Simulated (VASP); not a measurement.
# CuSi16 (a cell with a defect) in VASP: a series of runs

The runs below take CuSi16 (a cell with a defect) through single point, with PBE.

All numbers are computed with VASP 6.6.1; they aren't measurements. Logs are shortened: lines on timing, memory, paths and dates and some standing lists are left out, and cuts for length are marked.

## (1) The cell of the first run

The cell holds a defect, 17 atoms: a = 7.679 Å, b = 7.679 Å, c = 7.679 Å, α = 60.00°, β = 60.00°, γ = 60.00°.

## (2) Single point, PBE

File INCAR:

```
  PREC = Accurate
  ENCUT = 520
  EDIFF = 1E-7
  ISMEAR = 0
  SIGMA = 0.02
  LREAL = Auto
  LASPH = True
  NELM = 80
  ALGO = Normal
  ISIF = 2
  LWAVE = False
  LCHARG = False
  GGA = PE
  NELECT = 74.0
  NBANDS = 52
```

File KPOINTS:

```
Automatic mesh
0
Gamma
  2 2 2
```

File POSCAR:

```
CuSi16
1.0
    0.0000000000      5.4300000000      5.4300000000
    5.4300000000      0.0000000000      5.4300000000
    5.4300000000      5.4300000000      0.0000000000
Si Cu
16 1
Direct
   -0.0136522099     -0.0123509208      0.0372746777
    0.1270985267      0.1255685083      0.1322661142
    0.0046568140      0.0115151934      0.5036487109
    0.1187324125      0.1063265193      0.6651127072
    0.0105638122      0.4989041436     -0.0081391344
    0.1265487109      0.6139185083      0.1340546041
    0.0052727440      0.4774802947      0.5055130755
    0.1401010129      0.6193218232      0.6199849908
    0.4985824125      0.0107179558     -0.0106728361
    0.6141813076      0.1277951197      0.1298360037
    0.4867370166      0.0059633517      0.5014285451
    0.6209204420      0.1467092081      0.6175009208
    0.4980409761      0.5010800184     -0.0066813076
    0.6384962247      0.6377334254      0.0887558932
    0.5080651934      0.5177801105      0.4604979742
    0.6211941068      0.6134189687      0.6216793738
    0.8063756906      0.8062823204      0.5809143646
```

Potentials or basis: VASP PAW PBE potentials, release 64 (Si, Cu).

Command:

```
$ cat potpaw_PBE.64/Si/POTCAR potpaw_PBE.64/Cu/POTCAR > POTCAR
$ mpirun -np 1 vasp_std > vasp.out
```

OUTCAR:

```text
PREC = Accurate
   ENCUT = 520
   EDIFF = 1E-7
   ISMEAR = 0
   LREAL = Auto
   LASPH = True
   NELM = 80
   ISIF = 2
   GGA = PE
   NELECT = 74.0

 ion  position               nearest neighbor table
   1  0.986  0.988  0.037-   4 2.33  10 2.34   6 2.35   2 2.35
   2  0.127  0.126  0.132-   3 2.33   9 2.33   5 2.34   1 2.35
   3  0.005  0.012  0.504-   2 2.33   4 2.34  17 2.39  12 2.41   8 2.46
   4  0.119  0.106  0.665-  11 2.32   1 2.33   3 2.34   7 2.34
   5  0.011  0.499  0.992-   8 2.33  14 2.34   6 2.34   2 2.34
   6  0.127  0.614  0.134-   7 2.33  13 2.33   5 2.34   1 2.35
   7  0.005  0.477  0.506-   6 2.33   4 2.34  17 2.40  16 2.41   8 2.45
   8  0.140  0.619  0.620-  17 2.32  15 2.32   5 2.33   7 2.45   3 2.46
   9  0.499  0.011  0.989-   2 2.33  12 2.33  10 2.34  14 2.34
  10  0.614  0.128  0.130-  11 2.33  13 2.34   9 2.34   1 2.34
  11  0.487  0.006  0.501-   4 2.32  10 2.33  17 2.36  12 2.45  16 2.46
  12  0.621  0.147  0.618-   9 2.33  15 2.34  17 2.36   3 2.41  11 2.45
  13  0.498  0.501  0.993-  16 2.33   6 2.33  10 2.34  14 2.34
  14  0.638  0.638  0.089-  15 2.33   5 2.34  13 2.34   9 2.34
  15  0.508  0.518  0.460-   8 2.32  14 2.33  16 2.33  12 2.34
  16  0.621  0.613  0.622-  13 2.33  15 2.33  17 2.35   7 2.41  11 2.46
  17  0.806  0.806  0.581-   8 2.32  16 2.35  11 2.36  12 2.36   3 2.39   7 2.40

  LATTYP: Found a face centered cubic cell.
 ALAT       =    10.8600000000

  Lattice vectors:

 A1 = (   0.0000000000,   5.4300000000,   5.4300000000)
 A2 = (   5.4300000000,   0.0000000000,   5.4300000000)
 A3 = (   5.4300000000,   5.4300000000,   0.0000000000)

Analysis of symmetry for initial positions (statically):
=====================================================================
 Subroutine PRICEL returns:
 Original cell was already a primitive cell.

 Routine SETGRP: Setting up the symmetry group for a
 face centered cubic supercell.

 Subroutine GETGRP returns: Found  1 space group operations
 (whereof  1 operations were pure point group operations)
 out of a pool of 48 trial point group operations.

The static configuration has the point symmetry C_1 .

Analysis of symmetry for dynamics (positions and initial velocities):
=====================================================================
 Subroutine PRICEL returns:
 Original cell was already a primitive cell.

 Routine SETGRP: Setting up the symmetry group for a
 face centered cubic supercell.

 Subroutine GETGRP returns: Found  1 space group operations
 (whereof  1 operations were pure point group operations)
 out of a pool of 48 trial point group operations.

The dynamic configuration has the point symmetry C_1 .

 Subroutine INISYM returns: Found  1 space group operations
 (whereof  1 operations are pure point group operations),
 and found     1 'primitive' translations

----------------------------------------------------------------------------------------

                                     Primitive cell

  volume of cell :     320.2060

  direct lattice vectors                    reciprocal lattice vectors
     0.000000000  5.430000000  5.430000000    -0.092081031  0.092081031  0.092081031
     5.430000000  0.000000000  5.430000000     0.092081031 -0.092081031  0.092081031
     5.430000000  5.430000000  0.000000000     0.092081031  0.092081031 -0.092081031

  length of vectors
     7.679179644  7.679179644  7.679179644     0.159489025  0.159489025  0.159489025

  position of ions in fractional coordinates (direct lattice)
     0.986347790  0.987649079  0.037274678
     0.127098527  0.125568508  0.132266114
     0.004656814  0.011515193  0.503648711
     0.118732413  0.106326519  0.665112707
     0.010563812  0.498904144  0.991860866
     0.126548711  0.613918508  0.134054604
[... 9 lines left out ...]
     0.621194107  0.613418969  0.621679374
     0.806375691  0.806282320  0.580914365

  ion indices of the primitive-cell ions
   primitive index   ion index
                 1           1
                 2           2
                 3           3
                 4           4
                 5           5
                 6           6
[... 9 lines left out ...]
                16          16
                17          17

----------------------------------------------------------------------------------------

 KPOINTS: Automatic mesh

Automatic generation of k-mesh.
 Grid dimensions read from file:
 generate k-points for:    2    2    2

 Generating k-lattice:

  Cartesian coordinates                     Fractional coordinates (reciprocal lattice)
    -0.046040516  0.046040516  0.046040516     0.500000000  0.000000000  0.000000000
     0.046040516 -0.046040516  0.046040516     0.000000000  0.500000000  0.000000000
     0.046040516  0.046040516 -0.046040516     0.000000000  0.000000000  0.500000000

  Length of vectors
     0.079744512  0.079744512  0.079744512

  Shift w.r.t. Gamma in fractional coordinates (k-lattice)
     0.000000000  0.000000000  0.000000000

 Subroutine IBZKPT returns following result:
 ===========================================

 Found      8 irreducible k-points:

 Following reciprocal coordinates:
            Coordinates               Weight
  0.000000  0.000000  0.000000      1.000000
  0.500000  0.000000  0.000000      1.000000
  0.000000  0.500000  0.000000      1.000000
  0.000000  0.000000  0.500000      1.000000
  0.500000  0.500000  0.500000      1.000000
  0.500000  0.500000  0.000000      1.000000
  0.000000  0.500000  0.500000      1.000000
  0.500000  0.000000  0.500000      1.000000
   k-points           NKPTS =      8   k-points in BZ     NKDIM =      8   number of bands    NBANDS=     52
   number of dos      NEDOS =    301   number of ions     NIONS =     17
   total plane-waves  NPLWV = 216000
   dimension x,y,z NGX =    60 NGY =   60 NGZ =   60
   dimension x,y,z NGXF=   120 NGYF=  120 NGZF=  120
   ions per type =              16   1
   NGX,Y,Z   is equivalent  to a cutoff of  12.99, 12.99, 12.99 a.u.
   NGXF,Y,Z  is equivalent  to a cutoff of  25.98, 25.98, 25.98 a.u.
 SYSTEM =  unknown system
   PREC   = accura    normal or accurate (medium, high low for compatibility)
   ISTART =      0    job   : 0-new  1-cont  2-samecut
   ICHARG =      2    charge: 1-file 2-atom 10-const
   ISPIN  =      1    spin polarized calculation?
   LNONCOLLINEAR =      F non collinear calculations
   LSORBIT =      F    spin-orbit coupling
   LASPH  =      T    aspherical Exc in radial PAW
   ENCUT  =  520.0 eV  38.22 Ry    6.18 a.u.  14.28 14.28 14.28*2*pi/ulx,y,z
   NELM   =     80;   NELMIN=  2; NELMDL= -5     # of ELM steps
   EDIFF  = 0.1E-06   stopping-criterion for ELM
   LREAL  =      T    real-space projection
   EDIFFG = 0.1E-05   stopping-criterion for IOM
   NSW    =      0    number of steps for IOM
   IBRION =     -1    ionic relax: 0-MD 1-quasi-New 2-CG
   NFREE  =      0    steps in history (QN), initial steepest desc. (CG)
   ISIF   =      2    stress and relaxation
   ISYM   =      2    0-nonsym 1-usesym 2-fastsym
   POTIM  = 0.5000    time-step for ionic-motion
   TEBEG  =    0.0;   TEEND  =   0.0 temperature during run
   PSTRESS=    0.0 pullay stress
   NELECT =      74.0000    total number of electrons
   NUPDOWN=      -1.0000    fix difference up-down
   EMIN   =  10.00;   EMAX   =-10.00  energy-range for DOS
   EFERMI =   0.00;   METHOD = LEGACY
   ISMEAR =     0;   SIGMA  =   0.02  broadening in eV -4-tet -1-fermi 0-gaus
   EFERMI_NEDOS =   21; number of points for ismear=-14 and -15
   IALGO  =     38    algorithm
   IMIX   =      4    mixing-type and parameters
     AMIX     =   0.40;   BMIX     =  1.00
     AMIX_MAG =   1.60;   BMIX_MAG =  1.00
  volume/ion in A,a.u.               =      18.84       127.11
  Fermi-wavevector in a.u.,A,eV,Ry     =   1.004636  1.898488 13.732283  1.009294
  Thomas-Fermi vector in A             =   2.137265
   LORBIT       =      0    0 simple, 1 ext, 2 COOP (PROOUT), +10 PAW based schemes
   GGA     = PE    functional components
   LHFCALC =     F    Hartree Fock is set to
   AEXX    =    0.0000 exact exchange contribution
   IVDW    =     0    specifies the selected vdW correction
   LEPSILON=     F    determine dielectric tensor
   LRPA    =     F    only Hartree local field effects (RPA)
 non-spin polarized calculation
 Gauss-broadening in eV      SIGMA  =   0.02
  energy-cutoff  :      520.00
  volume of cell :      320.21
 maximum number of plane-waves:      8646
 NGX is ok and might be reduce to    60
   NGX = 29   NGY = 29   NGZ = 29

 number of electron      74.0000004 magnetization

 Free energy of the ion-electron system (eV)
  ---------------------------------------------------
  ext. energy  EPLUGINS =         0.00000000
  ---------------------------------------------------
  free energy    TOTEN  =       -94.17275002 eV

  energy without entropy =      -94.17275002  energy(sigma->0) =      -94.17275002

 E-fermi :   6.4244     XC(G=0):  -9.6164

 val. band max:        6.3467741762   @ k =   0.0000   0.0000   0.0000
 cond. band min:       6.5020559943   @ k =   0.0000   0.0000   0.0000
 fundamental gap:      0.1552818182
 Fermi energy:         6.4244101304

 k-point     1 :       0.0000    0.0000    0.0000
  band No.  band energies     occupation
      1      -5.8965      2.00000
      2      -3.5485      2.00000
      3      -3.5085      2.00000
      4      -3.4843      2.00000
      5      -3.4684      2.00000
      6      -1.9439      2.00000
[... 41 lines left out ...]
     48       8.4188      0.00000
     49       8.5074      0.00000

 k-point     2 :       0.5000    0.0000    0.0000
  band No.  band energies     occupation
      1      -5.1807      2.00000
      2      -4.9828      2.00000
      3      -3.3176      2.00000
      4      -3.2393      2.00000
      5      -3.1193      2.00000
      6      -3.0943      2.00000
[... 41 lines left out ...]
     48       9.8702      0.00000
     49       9.9377      0.00000

 k-point     3 :       0.0000    0.5000    0.0000
  band No.  band energies     occupation
      1      -5.1740      2.00000
      2      -4.9980      2.00000
      3      -3.3192      2.00000
      4      -3.2115      2.00000
      5      -3.1113      2.00000
      6      -3.0865      2.00000
[... 41 lines left out ...]
     48       9.8356      0.00000
     49       9.9135      0.00000

 k-point     4 :       0.0000    0.0000    0.5000
  band No.  band energies     occupation
      1      -5.2742      2.00000
      2      -4.8891      2.00000
      3      -3.2144      2.00000
      4      -3.1758      2.00000
      5      -3.1686      2.00000
      6      -3.1130      2.00000
[... 41 lines left out ...]
     48       9.7091      0.00000
     49       9.8502      0.00000

 k-point     5 :       0.5000    0.5000    0.5000
  band No.  band energies     occupation
      1      -5.1742      2.00000
      2      -4.9968      2.00000
      3      -3.3186      2.00000
      4      -3.2184      2.00000
      5      -3.1157      2.00000
      6      -3.0842      2.00000
[... 41 lines left out ...]
     48       9.8610      0.00000
     49       9.9315      0.00000

 k-point     6 :       0.5000    0.5000    0.0000
  band No.  band energies     occupation
      1      -4.9272      2.00000
      2      -4.7169      2.00000
      3      -3.9114      2.00000
      4      -3.7670      2.00000
      5      -3.7477      2.00000
      6      -3.7339      2.00000
[... 41 lines left out ...]
     48      10.4352      0.00000
     49      10.4497      0.00000

 k-point     7 :       0.0000    0.5000    0.5000
  band No.  band energies     occupation
      1      -4.9282      2.00000
      2      -4.7161      2.00000
      3      -3.9084      2.00000
      4      -3.7687      2.00000
      5      -3.7484      2.00000
      6      -3.7335      2.00000
[... 41 lines left out ...]
     48      10.4223      0.00000
     49      10.4445      0.00000

 k-point     8 :       0.5000    0.0000    0.5000
  band No.  band energies     occupation
      1      -4.9384      2.00000
      2      -4.7022      2.00000
      3      -3.9071      2.00000
      4      -3.7756      2.00000
      5      -3.7488      2.00000
      6      -3.7345      2.00000
[... 41 lines left out ...]
     48      10.4014      0.00000
     49      10.4739      0.00000
 [bands above 49 left out]

------------------------ aborting loop because EDIFF is reached ----------------------------------------

  FORCE on cell =-STRESS in cart. coord.  units (eV):
  Direction    XX          YY          ZZ          XY          YZ          ZX
  --------------------------------------------------------------------------------------
  -------------------------------------------------------------------------------------
  Total       -1.3376306     -0.7237858     -1.2796072     -0.0818823      0.1398894     -1.0550978
  in kB       -6.6929457     -3.6215224     -6.4026205     -0.4097050      0.6999484     -5.2792695
  external PRESSURE =      -5.5723629 kB  Pullay stress =       0.0000000 kB

 VOLUME and BASIS-vectors are now :
 -----------------------------------------------------------------------------
  energy-cutoff  :      520.00
  volume of cell :      320.21
      direct lattice vectors                 reciprocal lattice vectors
     0.000000000  5.430000000  5.430000000    -0.092081031  0.092081031  0.092081031
     5.430000000  0.000000000  5.430000000     0.092081031 -0.092081031  0.092081031
     5.430000000  5.430000000  0.000000000     0.092081031  0.092081031 -0.092081031

 POSITION                                       TOTAL-FORCE (eV/Angst)
 -----------------------------------------------------------------------------------
      5.56534      5.55827     10.71880        -0.019491     -0.026228      0.022900
      1.40004      1.40835      1.37198        -0.005870     -0.003536     -0.016684
      2.79734      2.76010      0.08781        -0.007096      0.010649     -0.002877
      4.18891      4.25628      1.22207        -0.005711     -0.036956      0.034866
      8.09485      5.44317      2.76641        -0.000952      0.018731      0.000497
      4.06149      1.41508      4.02074         0.011564     -0.004025      0.008665
[... 9 lines left out ...]
      6.70658      6.74880      6.70395        -0.002908     -0.007163     -0.006828
      7.53248      7.53298      8.75673         0.040990      0.034098     -0.034129
 -----------------------------------------------------------------------------------
    total drift:                                0.001069      0.006145     -0.002095

  FREE ENERGIE OF THE ION-ELECTRON SYSTEM (eV)
  ---------------------------------------------------
  free  energy   TOTEN  =       -94.1727500216 eV

  energy  without entropy=      -94.1727500208  energy(sigma->0) =      -94.17275002
```

It took 5.7 min on 1 thread of Intel Xeon Platinum 8488C (Sapphire Rapids), shared host; peak memory 0.49 GiB.

What came out:

| Item | Value |
| --- | --- |
| Free energy | -94.1728 eV |
| Largest force | 0.063 eV/Å |

Forces on the atoms (eV/Å):
```
Si  -0.019 -0.026  0.023
Si  -0.006 -0.004 -0.017
Si  -0.007  0.011 -0.003
Si  -0.006 -0.037  0.035
Si  -0.001  0.019  0.000
Si   0.012 -0.004  0.009
Si   0.027  0.000  0.015
Si  -0.011  0.017  0.002
Si   0.019  0.010 -0.012
Si  -0.003  0.013  0.005
Si   0.000 -0.006 -0.003
Si   0.013  0.000 -0.008
Si  -0.007 -0.006 -0.013
Si  -0.024 -0.009  0.009
Si  -0.024 -0.005 -0.001
Si  -0.003 -0.007 -0.007
Cu   0.041  0.034 -0.034
```

Caveat: the k points lie up to 0.50 Å⁻¹ apart; the cell carries a net charge on a neutralising background, which shifts energy and pressure; the cell is charged against a uniform background, so pressure and absolute levels hang on convention.

## (3) Single point, PBE

File INCAR:

```
SYSTEM = CuSi16
  ALGO = Normal
  EDIFF = 1E-7
  ENCUT = 520
  GGA = PE
  ISIF = 2
  ISMEAR = 0
  LASPH = .TRUE.
  LCHARG = .FALSE.
  LREAL = Auto
  LWAVE = .FALSE.
  NBANDS = 52
  NELECT = 74.0
  NELM = 80
  PREC = Accurate
  SIGMA = 0.02
```

File KPOINTS:

```
k-points
0
G
  2 2 2
  0 0 0
```

File POSCAR:

```
CuSi16
1.0
    0.0000000000      5.4300000000      5.4300000000
    5.4300000000      0.0000000000      5.4300000000
    5.4300000000      5.4300000000      0.0000000000
Si Cu
16 1
Direct
   -0.0015069982     -0.0027845304      0.0059248619
    0.1261898711      0.1209165746      0.1267340700
   -0.0005306630      0.0045188766      0.4993835175
    0.1241616022      0.1170991713      0.6345291897
    0.0086029466      0.4957674033     -0.0021631676
    0.1250887661      0.6231830571      0.1268633517
    0.0044218232      0.4921218232      0.4997853591
    0.1354378453      0.6181980663      0.6223264273
    0.4990872007      0.0079197974     -0.0057798343
    0.6262408840      0.1208974217      0.1269629834
    0.4966468692      0.0047326888      0.4996437385
    0.6182593002      0.1457232044      0.6180112339
    0.4980420810      0.4957496317     -0.0020868324
    0.6325369245      0.6275385820      0.1075860958
    0.5035621547      0.5165286372      0.4775127993
    0.6246801105      0.6185701657      0.6224521179
    0.7596171271      0.7725952118      0.7095033149
```

Potentials or basis: VASP PAW PBE potentials, release 64 (Si, Cu).

Command:

```
$ cat potpaw_PBE.64/Si/POTCAR potpaw_PBE.64/Cu/POTCAR > POTCAR
$ mpirun -np 1 vasp_std > vasp.out
```

Wall time 5.4 min (1 thread of Intel Xeon Platinum 8488C (Sapphire Rapids), shared host); peak memory 0.49 GiB.

It converged, with:

```yaml
Free_energy: -94.2102 eV
Largest_force: 0.048 eV/Å
```

Forces in eV/Å, atoms in the order of the input:
```
Si  -0.003  0.010 -0.011
Si  -0.004  0.010 -0.014
Si   0.008  0.004 -0.001
Si   0.004  0.003  0.001
Si  -0.011  0.019 -0.006
Si  -0.003  0.010 -0.009
Si   0.006  0.008 -0.009
Si   0.001  0.010 -0.003
Si   0.005 -0.010  0.009
Si  -0.003  0.014 -0.009
Si   0.005  0.002 -0.003
Si   0.017 -0.022  0.024
Si  -0.009  0.006 -0.018
Si  -0.017 -0.007  0.008
Si   0.000 -0.026  0.023
Si  -0.001  0.003 -0.013
Cu   0.006 -0.034  0.033
```

Levels at points of the mesh, in eV from the Fermi level:
```csv
k point,band 33,band 34,band 35,band 36,band 37,band 38,band 39,band 40,band 41,band 42
"(0.00, 0.00, 0.00)",-0.85,-0.83,-0.60,-0.15,-0.07,0.07,0.60,0.65,0.66,0.71
"(0.50, 0.00, 0.00)",-1.94,-0.88,-0.81,-0.74,-0.65,0.56,1.18,1.37,1.39,1.49
"(0.00, 0.50, 0.00)",-1.95,-0.89,-0.85,-0.72,-0.70,0.52,1.21,1.39,1.39,1.45
"(0.00, 0.00, 0.50)",-1.98,-0.86,-0.82,-0.65,-0.55,0.56,1.11,1.38,1.39,1.57
"(0.50, 0.50, 0.50)",-1.94,-0.88,-0.81,-0.74,-0.64,0.57,1.18,1.37,1.39,1.49
"(0.50, 0.50, 0.00)",-1.78,-1.49,-1.40,-1.39,-0.91,0.69,1.12,2.07,2.13,2.16
"(0.00, 0.50, 0.50)",-1.82,-1.45,-1.45,-1.38,-0.93,0.70,1.11,2.08,2.10,2.18
"(0.50, 0.00, 0.50)",-1.78,-1.49,-1.41,-1.39,-0.91,0.69,1.11,2.07,2.12,2.16
```

Caveat: the k points lie up to 0.50 Å⁻¹ apart; the cell carries a net charge on a neutralising background, which shifts energy and pressure; the cell is charged against a uniform background, so pressure and absolute levels hang on convention.
